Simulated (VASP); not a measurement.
# Ca (I4/mmm) in VASP: a series of runs

Ca is run at these levels: PBE; tasks: relaxation of cell and atoms, single point.

Program: VASP 6.6.1. These are calculated values, not measurements. Logs are shortened: lines on timing, memory, paths and dates and some standing lists are left out, and cuts for length are marked.

**1. The cell of the first run**

It takes space group I4/mmm (No. 139, tetragonal). Conventional cell: a = 4.019 Å, b = 4.019 Å, c = 3.997 Å, α = 90.00°, β = 90.00°, γ = 90.00°. Within 4.6 Å of Ca (site symmetry 4/mmm) lie 14 Ca at 3.47 to 4.02 Å.

**2. Relaxation of cell and atoms, PBE, target pressure 12 GPa, at which the enthalpy is minimised**

Input file INCAR:

```
  ALGO = Fast
  EDIFF = 1E-6
  EDIFFG = -0.008
  ENCUT = 600
  GGA = PE
  IBRION = 2
  ISIF = 3
  ISMEAR = 0
  LASPH = T
  LCHARG = F
  LREAL = F
  LWAVE = F
  NELM = 60
  NSW = 70
  PREC = Accurate
  PSTRESS = 120.0
  SIGMA = 0.1
```

Input file KPOINTS:

```
k-points
0
Gamma
  14 14 14
```

Input file POSCAR:

```
Ca
1.0
   -2.0092849692      2.0092849692      1.9986168597
    2.0092849692     -2.0092849692      1.9986168597
    2.0092849692      2.0092849692     -1.9986168597
Ca
1
Direct
    0.5000000000      0.5000000000      0.0000000000
```

Potentials or basis: VASP PAW PBE potentials, release 64 (Ca_sv).

The run is started by

```console
$ cat potpaw_PBE.64/Ca_sv/POTCAR > POTCAR
$ mpirun -np 1 vasp_std > vasp.out
```

OUTCAR:

```text
EDIFF = 1E-6
   EDIFFG = -0.008
   ENCUT = 600
   GGA = PE
   IBRION = 2
   ISIF = 3
   ISMEAR = 0
   LASPH = T
   LREAL = F
   NELM = 60
   NSW = 70
   PREC = Accurate
   PSTRESS = 120.0

 ion  position               nearest neighbor table
   1  0.500  0.500  0.000-

  LATTYP: Found a body centered tetragonal cell.
 ALAT       =     4.0185699384
 C/A-ratio  =     0.9946905941

  Lattice vectors:

 A1 = (  -2.0092849692,   2.0092849692,   1.9986168597)
 A2 = (   2.0092849692,  -2.0092849692,   1.9986168597)
 A3 = (   2.0092849692,   2.0092849692,  -1.9986168597)

Analysis of symmetry for initial positions (statically):
=====================================================================
 Subroutine PRICEL returns:
 Original cell was already a primitive cell.

 Routine SETGRP: Setting up the symmetry group for a
 body centered tetragonal supercell.

 Subroutine GETGRP returns: Found 16 space group operations
 (whereof 16 operations were pure point group operations)
 out of a pool of 16 trial point group operations.

The static configuration has the point symmetry D_4h.

Analysis of symmetry for dynamics (positions and initial velocities):
=====================================================================
 Subroutine PRICEL returns:
 Original cell was already a primitive cell.

 Routine SETGRP: Setting up the symmetry group for a
 body centered tetragonal supercell.

 Subroutine GETGRP returns: Found 16 space group operations
 (whereof 16 operations were pure point group operations)
 out of a pool of 16 trial point group operations.

The dynamic configuration has the point symmetry D_4h.

 Subroutine INISYM returns: Found 16 space group operations
 (whereof 16 operations are pure point group operations),
 and found     1 'primitive' translations

----------------------------------------------------------------------------------------

                                     Primitive cell

  volume of cell :      32.2755

  direct lattice vectors                    reciprocal lattice vectors
    -2.009284969  2.009284969  1.998616860     0.000000000  0.248844742  0.250173012
     2.009284969 -2.009284969  1.998616860     0.248844742  0.000000000  0.250173012
     2.009284969  2.009284969 -1.998616860     0.248844742  0.248844742  0.000000000

  length of vectors
     3.474035338  3.474035338  3.474035338     0.352860088  0.352860088  0.351919609

  position of ions in fractional coordinates (direct lattice)
     0.500000000  0.500000000  0.000000000

  ion indices of the primitive-cell ions
   primitive index   ion index
                 1           1

----------------------------------------------------------------------------------------

 KPOINTS: k-points

Automatic generation of k-mesh.
 Grid dimensions read from file:
 generate k-points for:   14   14   14

 Generating k-lattice:

  Cartesian coordinates                     Fractional coordinates (reciprocal lattice)
     0.000000000  0.017774624  0.017869501     0.071428571  0.000000000  0.000000000
     0.017774624  0.000000000  0.017869501     0.000000000  0.071428571  0.000000000
     0.017774624  0.017774624  0.000000000     0.000000000  0.000000000  0.071428571

  Length of vectors
     0.025204292  0.025204292  0.025137115

  Shift w.r.t. Gamma in fractional coordinates (k-lattice)
     0.000000000  0.000000000  0.000000000

 Subroutine IBZKPT returns following result:
 ===========================================

 Found    244 irreducible k-points:

 Following reciprocal coordinates:
            Coordinates               Weight
  0.000000  0.000000  0.000000      1.000000
  0.071429  0.000000  0.000000      8.000000
  0.142857  0.000000 -0.000000      8.000000
  0.214286  0.000000 -0.000000      8.000000
  0.285714  0.000000 -0.000000      8.000000
  0.357143  0.000000 -0.000000      8.000000
[... 16 lines left out ...]
  0.214286  0.142857 -0.000000     16.000000
  0.285714  0.142857 -0.000000     16.000000
 [... further k-points ...]
   k-points           NKPTS =    244   k-points in BZ     NKDIM =    244   number of bands    NBANDS=      9
   number of dos      NEDOS =    301   number of ions     NIONS =      1
   total plane-waves  NPLWV =  21952
   dimension x,y,z NGX =    28 NGY =   28 NGZ =   28
   dimension x,y,z NGXF=    56 NGYF=   56 NGZF=   56
   ions per type =               1
   NGX,Y,Z   is equivalent  to a cutoff of  13.40, 13.40, 13.40 a.u.
   NGXF,Y,Z  is equivalent  to a cutoff of  26.80, 26.80, 26.80 a.u.
 SYSTEM =  unknown system
   PREC   = accura    normal or accurate (medium, high low for compatibility)
   ISTART =      0    job   : 0-new  1-cont  2-samecut
   ICHARG =      2    charge: 1-file 2-atom 10-const
   ISPIN  =      1    spin polarized calculation?
   LNONCOLLINEAR =      F non collinear calculations
   LSORBIT =      F    spin-orbit coupling
   LASPH  =      T    aspherical Exc in radial PAW
   ENCUT  =  600.0 eV  44.10 Ry    6.64 a.u.   6.94  6.94  6.94*2*pi/ulx,y,z
   NELM   =     60;   NELMIN=  2; NELMDL= -5     # of ELM steps
   EDIFF  = 0.1E-05   stopping-criterion for ELM
   LREAL  =      F    real-space projection
   EDIFFG = -.8E-02   stopping-criterion for IOM
   NSW    =     70    number of steps for IOM
   IBRION =      2    ionic relax: 0-MD 1-quasi-New 2-CG
   NFREE  =      1    steps in history (QN), initial steepest desc. (CG)
   ISIF   =      3    stress and relaxation
   ISYM   =      2    0-nonsym 1-usesym 2-fastsym
   POTIM  = 0.5000    time-step for ionic-motion
   TEBEG  =    0.0;   TEEND  =   0.0 temperature during run
   PSTRESS=  120.0 pullay stress
   NELECT =      10.0000    total number of electrons
   NUPDOWN=      -1.0000    fix difference up-down
   EMIN   =  10.00;   EMAX   =-10.00  energy-range for DOS
   EFERMI =   0.00;   METHOD = LEGACY
   ISMEAR =     0;   SIGMA  =   0.10  broadening in eV -4-tet -1-fermi 0-gaus
   EFERMI_NEDOS =   21; number of points for ismear=-14 and -15
   IALGO  =     68    algorithm
   IMIX   =      4    mixing-type and parameters
     AMIX     =   0.40;   BMIX     =  1.00
     AMIX_MAG =   1.60;   BMIX_MAG =  1.00
  volume/ion in A,a.u.               =      32.28       217.81
  Fermi-wavevector in a.u.,A,eV,Ry     =   1.107773  2.093387 16.696528  1.227160
  Thomas-Fermi vector in A             =   2.244291
   LORBIT       =      0    0 simple, 1 ext, 2 COOP (PROOUT), +10 PAW based schemes
   GGA     = PE    functional components
   LHFCALC =     F    Hartree Fock is set to
   AEXX    =    0.0000 exact exchange contribution
   IVDW    =     0    specifies the selected vdW correction
   LEPSILON=     F    determine dielectric tensor
   LRPA    =     F    only Hartree local field effects (RPA)
 conjugate gradient relaxation of ions
 non-spin polarized calculation
 RMM-DIIS sequential band-by-band and
 Gauss-broadening in eV      SIGMA  =   0.10
  energy-cutoff  :      600.00
  volume of cell :       32.28
 maximum number of plane-waves:      1098
   NGX = 13   NGY = 13   NGZ = 13

--------------------------------------- Ionic step        1  -------------------------------------------

 number of electron      10.0000000 magnetization

 Free energy of the ion-electron system (eV)
  ---------------------------------------------------
  ext. energy  EPLUGINS =         0.00000000
  ---------------------------------------------------
  free energy    TOTEN  =        -1.74685372 eV

  energy without entropy =       -1.74136333  energy(sigma->0) =       -1.74410853

 E-fermi :   3.1636     XC(G=0):  -8.6091

 val. band max:        3.1548518750   @ k =  -0.4286  -0.4286   0.2143
 cond. band min:       3.1663011357   @ k =  -0.3571  -0.4286   0.2143
 fundamental gap:      0.0114492607
 Fermi energy:         3.1635921311

 k-point     1 :       0.0000    0.0000    0.0000
  band No.  band energies     occupation
      1     -38.2471      2.00000
      2     -19.0932      2.00000
      3     -19.0921      2.00000
      4     -19.0921      2.00000
      5      -1.3248      2.00000
      6       5.8491      0.00000
      7       5.8812      0.00000
      8       5.8812      0.00000
      9       7.2478      0.00000
[... 265 lines left out ...]
 k-point    24 :       0.2857    0.1429   -0.0000
  band No.  band energies     occupation
      1     -38.2034      2.00000
      2     -19.3807      2.00000
      3     -19.1994      2.00000
      4     -19.1164      2.00000
      5       1.4048      2.00000
      6       4.0864      0.00000
      7       4.6563      0.00000
      8       7.0143      0.00000
      9       7.7776      0.00000

 [... further k-points ...]

------------------------ aborting loop because EDIFF is reached ----------------------------------------

  FORCE on cell =-STRESS in cart. coord.  units (eV):
  Direction    XX          YY          ZZ          XY          YZ          ZX
  --------------------------------------------------------------------------------------
  -------------------------------------------------------------------------------------
  Total        1.3351749      1.3351749      1.3430016      0.0000000     -0.0000000      0.0000000
  in kB       66.2790265     66.2790265     66.6675514      0.0000000     -0.0000000      0.0000000
  external PRESSURE =     -53.5914652 kB  Pullay stress =     120.0000000 kB
[... 94 lines left out ...]
  energy  without entropy=       -1.5241503585  energy(sigma->0) =       -1.52599673

  enthalpy is  TOTEN    =         0.6016185167 eV   P V=        2.1294616170

[... ionic steps 4 to 7 ...]

--------------------------------------- Ionic step        8  -------------------------------------------

 number of electron       9.9999999 magnetization

------------------------ aborting loop because EDIFF is reached ----------------------------------------
[... 69 lines left out ...]
--------------------------------------- Ionic step       10  -------------------------------------------

 number of electron       9.9999999 magnetization

 Free energy of the ion-electron system (eV)
  ---------------------------------------------------
  ext. energy  EPLUGINS =         0.00000000
  ---------------------------------------------------
  free energy    TOTEN  =        -1.52804074 eV

  energy without entropy =       -1.52434582  energy(sigma->0) =       -1.52619328

 E-fermi :   3.7644     XC(G=0):  -9.0633

 val. band max:        3.7610393249   @ k =  -0.3571  -0.4286   0.2143
 cond. band min:       3.7959048548   @ k =  -0.3571  -0.4286   0.1429
 fundamental gap:      0.0348655299
 Fermi energy:         3.7643849730

 k-point     1 :       0.0000    0.0000    0.0000
  band No.  band energies     occupation
      1     -37.3667      2.00000
      2     -18.1361      2.00000
      3     -18.1357      2.00000
      4     -18.1357      2.00000
      5      -0.8461      2.00000
      6       6.6605      0.00000
      7       6.6784      0.00000
      8       6.6784      0.00000
      9       8.2068      0.00000
[... 265 lines left out ...]
 k-point    24 :       0.2857    0.1429   -0.0000
  band No.  band energies     occupation
      1     -37.2924      2.00000
      2     -18.5697      2.00000
      3     -18.2947      2.00000
      4     -18.1719      2.00000
      5       2.0969      2.00000
      6       4.7718      0.00000
      7       5.3274      0.00000
      8       7.9737      0.00000
      9       8.6825      0.00000

 [... further k-points ...]

------------------------ aborting loop because EDIFF is reached ----------------------------------------

  FORCE on cell =-STRESS in cart. coord.  units (eV):
  Direction    XX          YY          ZZ          XY          YZ          ZX
  --------------------------------------------------------------------------------------
  -------------------------------------------------------------------------------------
  Total        2.1305191      2.1305191      2.1359615      0.0000000      0.0000000     -0.0000000
  in kB      120.0493298    120.0493298    120.3559969      0.0000000      0.0000000     -0.0000000
  external PRESSURE =       0.1515521 kB  Pullay stress =     120.0000000 kB
[... 20 lines left out ...]
  energy  without entropy=       -1.5243458169  energy(sigma->0) =       -1.52619328

  enthalpy is  TOTEN    =         0.6016028645 eV   P V=        2.1296436087

 reached required accuracy - stopping structural energy minimisation
```

Run time: 11 min. Hardware: 1 thread of AMD EPYC 7R43 (Zen 3), shared host; peak memory 0.2 GiB.

What came out:

| Item | Value |
| --- | --- |
| Free energy | -1.5280 eV |
| Relaxed volume | 28.43 Å³/atom |
| Relaxed cell | a = 3.330 Å, b = 3.330 Å, c = 3.330 Å, α = 109.40°, β = 109.40°, γ = 109.61° |
| Space group after relaxing (to 0.05 Å) | Im-3m (No. 229) |
| Energy change on relaxing (the enthalpy is what falls) | +218.8 meV/atom |
| Ionic steps | 10 |
| Pressure after relaxing | 12.0 GPa |
| Band gap on the k mesh | zero (band 5 reaches 4.26 eV, above the bottom of band 6 at 3.27 eV) |

Step by step:
```csv
step,energy change (eV),largest force (eV/Å),pressure (GPa),volume (Å³)
1,0.0000,0.0000,6.64,32.28
2,0.2946,0.0000,13.77,27.49
3,0.2190,0.0000,12.01,28.43
4,0.2135,0.0000,11.87,28.51
5,0.2137,0.0000,11.87,28.50
6,0.2141,0.0000,11.87,28.50
7,0.2146,0.0000,11.90,28.49
8,0.2163,0.0000,11.95,28.47
9,0.2198,0.0000,12.02,28.42
10,0.2188,0.0000,12.02,28.43
```

Final structure:
```xyz
1
Lattice="-1.9244 1.9244 1.9194 1.9244 -1.9244 1.9194 1.9244 1.9244 -1.9194" Properties=species:S:1:pos:R:3 pbc="T T T"
Ca    0.0000    0.0000    1.9194
```

Caveat: the cell is relaxed towards a set pressure, so the enthalpy falls and the energy may rise.

**3. Relaxation of cell and atoms, PBE, target pressure 90 GPa, at which the enthalpy is minimised**

This run uses another cell than the first one, of 16.59 Å³/atom, 0.514 times its volume.

Input file INCAR:

```
PREC = Accurate
ENCUT = 600
EDIFF = 1E-6
ISMEAR = 0
SIGMA = 0.1
LREAL = False
LASPH = True
NELM = 60
ALGO = Fast
ISIF = 3
LWAVE = False
LCHARG = False
GGA = PE
IBRION = 2
NSW = 70
EDIFFG = -0.008
PSTRESS = 900.0
```

Input file KPOINTS:

```
regular mesh
0
Gamma
  18 18 18
```

Input file POSCAR:

```
Ca
1.0
   -1.6070205970      1.6070205970      1.6060533249
    1.6070205970     -1.6070205970      1.6060533249
    1.6070205970      1.6070205970     -1.6060533249
Ca
1
Direct
    0.5000000000      0.5000000000      0.0000000000
```

Potentials or basis: VASP PAW PBE potentials, release 64 (Ca_sv).

The run is started by

```console
$ cat potpaw_PBE.64/Ca_sv/POTCAR > POTCAR
$ mpirun -np 1 vasp_std > vasp.out
```

Wall time 17 min (1 thread of AMD EPYC 7R43 (Zen 3), shared host); peak memory 0.23 GiB.

Results (log left out):

```
Free energy                                            : 2.0109 eV
Relaxed volume                                         : 13.80 Å³/atom
Relaxed cell                                           : a = 2.617 Å, b = 2.617 Å, c = 2.617 Å, α = 109.47°, β = 109.47°, γ = 109.48°
Space group after relaxing (to 0.05 Å)                 : Im-3m (No. 229)
Energy change on relaxing (the enthalpy is what falls) : +1299.7 meV/atom
Ionic steps                                            : 16
Pressure after relaxing                                : 90.0 GPa
Band gap on the k mesh                                 : zero (band 5 reaches 10.03 eV, above the bottom of band 6 at 5.76 eV)
```

The path:
```tsv
step	energy change (eV)	largest force (eV/Å)	pressure (GPa)	volume (Å³)
1	0.0000	0.0000	60.97	16.59
2	3.8106	0.0000	148.34	10.37
3	1.1695	0.0000	85.64	14.04
4	1.3722	0.0000	91.53	13.67
5	1.3192	0.0000	90.44	13.77
6	1.2894	0.0000	89.78	13.82
7	1.2895	0.0000	89.71	13.82
8	1.2898	0.0000	89.74	13.82
9	1.2899	0.0000	89.76	13.82
10	1.2899	0.0000	89.75	13.82
11	1.2901	0.0000	89.76	13.82
12	1.2904	0.0000	89.75	13.82
13	1.2910	0.0000	89.74	13.82
14	1.2923	0.0000	89.82	13.81
15	1.2947	0.0000	89.83	13.81
16	1.2997	0.0000	89.99	13.80
```

Final structure:
```cif
data_structure
_symmetry_space_group_name_H-M 'P 1'
_symmetry_Int_Tables_number 1
_cell_length_a 2.6173
_cell_length_b 2.6173
_cell_length_c 2.6173
_cell_angle_alpha 109.466
_cell_angle_beta 109.466
_cell_angle_gamma 109.483
_cell_volume 13.80
loop_
_atom_site_label
_atom_site_type_symbol
_atom_site_fract_x
_atom_site_fract_y
_atom_site_fract_z
_atom_site_occupancy
Ca1 Ca 0.50000 0.50000 0.00000 1
```

Levels at points of the mesh, in eV from the Fermi level:
```csv
k point,band 3,band 4,band 5,band 6,band 7,band 8
"(0.00, 0.00, 0.00)",-19.99,-19.99,-3.60,3.46,3.46,3.46
"(0.50, 0.00, 0.00)",-21.01,-20.10,-2.15,0.60,5.67,6.97
"(0.50, 0.50, 0.00)",-21.01,-20.10,-2.15,0.61,5.66,6.96
"(0.50, 0.50, 0.50)",-22.28,-22.28,-2.95,-2.95,9.55,9.55
```

Caveat: the cell is relaxed towards a set pressure, so the enthalpy falls and the energy may rise; the volume moved by over 15 % at a fixed basis, so the end points are rough.

**4. Relaxation of cell and atoms, PBE, target pressure 4 GPa, at which the enthalpy is minimised**

This run uses another cell than the first one, of 36.72 Å³/atom, 1.138 times its volume.

Input file INCAR:

```
SYSTEM = Ca
PREC = Accurate
ENCUT = 600
EDIFF = 1E-6
ISMEAR = 0
SIGMA = 0.1
LREAL = .False.
LASPH = .True.
NELM = 100
ALGO = Normal
ISIF = 3
LWAVE = .False.
LCHARG = .False.
GGA = PE
IBRION = 2
NSW = 70
EDIFFG = -0.008
PSTRESS = 40.0
```

Input file KPOINTS:

```
Automatic mesh
0
Gamma
  14 14 14
  0 0 0
```

Input file POSCAR:

```
Ca
1.0
   -2.0978479976      2.0978479976      2.0856543176
    2.0978479976     -2.0978479976      2.0856543176
    2.0978479976      2.0978479976     -2.0856543176
Ca
1
Direct
    0.5000000000      0.5000000000      0.0000000000
```

The run is started by

```console
$ cat potpaw_PBE.64/Ca_sv/POTCAR > POTCAR
$ mpirun -np 1 vasp_std > vasp.out
```

Run time: 3.1 min. Hardware: 1 thread of AMD EPYC 7R43 (Zen 3), shared host; peak memory 0.23 GiB.

The run converged. Its results:

```
Free energy                                            : -1.8384 eV
Relaxed volume                                         : 35.06 Å³/atom
Relaxed cell                                           : a = 3.571 Å, b = 3.571 Å, c = 3.571 Å, α = 109.32°, β = 109.32°, γ = 109.78°
Space group after relaxing (to 0.05 Å)                 : Im-3m (No. 229)
Energy change on relaxing (the enthalpy is what falls) : +34.8 meV/atom
Ionic steps                                            : 3
Pressure after relaxing                                : 4.0 GPa
Band gap on the k mesh                                 : zero (band 5 reaches 3.09 eV, above the bottom of band 6 at 2.62 eV)
```

The path:
```tsv
step	energy change (eV)	largest force (eV/Å)	pressure (GPa)	volume (Å³)
1	0.0000	0.0000	2.76	36.72
2	0.0306	0.0000	3.86	35.23
3	0.0348	0.0000	4.00	35.06
```

Final structure:
```cif
data_structure
_symmetry_space_group_name_H-M 'P 1'
_symmetry_Int_Tables_number 1
_cell_length_a 3.5711
_cell_length_b 3.5711
_cell_length_c 3.5711
_cell_angle_alpha 109.316
_cell_angle_beta 109.316
_cell_angle_gamma 109.782
_cell_volume 35.06
loop_
_atom_site_label
_atom_site_type_symbol
_atom_site_fract_x
_atom_site_fract_y
_atom_site_fract_z
_atom_site_occupancy
Ca1 Ca 0.50000 0.50000 0.00000 1
```

Levels at points of the mesh, in eV from the Fermi level:
| k point | band 3 | band 4 | band 5 | band 6 | band 7 | band 8 |
| --- | --- | --- | --- | --- | --- | --- |
| (0.00, 0.00, 0.00) | -22.49 | -22.49 | -4.39 | 2.55 | 2.58 | 2.58 |
| (0.50, 0.00, 0.00) | -22.58 | -22.49 | -1.01 | 0.21 | 1.38 | 3.79 |
| (0.50, 0.50, 0.00) | -22.58 | -22.49 | -1.02 | 0.19 | 1.42 | 3.75 |
| (0.50, 0.50, 0.50) | -22.68 | -22.68 | -0.20 | -0.18 | 4.74 | 4.74 |

Caveat: the cell is relaxed towards a set pressure, so the enthalpy falls and the energy may rise.

(Part 1 of 2 ends here.)
